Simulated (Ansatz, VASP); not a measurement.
## One calculation of MgO, two programs

```
CELL_PARAMETERS angstrom
4.21494 0.00000 0.00000
0.00000 -4.21494 0.00000
0.00000 0.00000 -4.21494
ATOMIC_POSITIONS crystal
Mg 0.96443 0.03557 0.05030
Mg 0.50000 0.50000 0.00000
Mg 0.50000 0.00000 0.50000
Mg 0.00000 0.50000 0.50000
O 0.50000 0.00000 0.00000
O 0.00000 0.50000 0.00000
O 0.00000 0.00000 0.50000
O 0.50000 0.50000 0.50000
```

Alike in both runs: task single point; functional PBEsol; k mesh 6 × 6 × 6; occupations gaussian, width 0.05 eV; no spin polarisation.

|  | VASP | Ansatz |
| --- | --- | --- |
| version | VASP 6.6.1 | Ansatz 0.2.0 |
| potentials or method | VASP PAW PBE potentials, release 64 (Mg, O), cutoff 520 eV | scalar-relativistic, plane waves, PAW |
| valence electrons in the cell | 32 | 64 |

Ansatz gave:

```
gap on the k mesh at the Fermi level (eV)                     : 4.60
least direct gap on the mesh (eV)                             : 4.60
pressure (GPa)                                                : 2.6
traceless stress, the component that is largest in VASP (GPa) : 1.27
rms of the force components (eV/Å)                            : 0.699
```

Problem. Which values does VASP return?

Solution. gap on the k mesh at the Fermi level (eV): 4.59; least direct gap on the mesh (eV): 4.59; pressure (GPa): 2.1; traceless stress, the component that is largest in VASP (GPa): 1.30; rms of the force components (eV/Å): 0.709.

VASP's potentials were made for PBE, not for PBEsol, and Ansatz warns of the same on its side. Atom by atom the forces differ by 0.010 eV/Å (rms over components). The functional is the same, so the differences come from potentials, cutoffs and numerics. VASP's potentials hold 32 valence electrons a cell and Ansatz's 64, so a difference there can come from the potentials and not from the codes.
